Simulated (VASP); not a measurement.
Input of a VASP 6.6.1 run:

INCAR

```
PREC = Accurate ; ENCUT = 520
EDIFF = 1E-6 ; ISMEAR = -1
SIGMA = 0.05 ; LREAL = False
LASPH = True ; NELM = 80
ALGO = Normal ; ISIF = 2
LWAVE = False ; LCHARG = False
NBANDS = 14
```

KPOINTS

```
regular mesh
0
Gamma
  17 17 17
```

Contents of POSCAR:

```
Rh
1.0
    0.0000000000      1.6821955841      1.6821955841
    1.6821955841      0.0000000000      1.6821955841
    1.6821955841      1.6821955841      0.0000000000
Rh
1
Direct
    0.0000000000      0.0000000000      0.0000000000
```

Potentials or basis: VASP PAW LDA potentials, release 64 (Rh_pv).

Launch:

```bash
$ cat potpaw_LDA.64/Rh_pv/POTCAR > POTCAR
$ mpirun -np 1 vasp_std > vasp.out
```

Question: Predict the pressure.

Answer: 238.1 GPa.
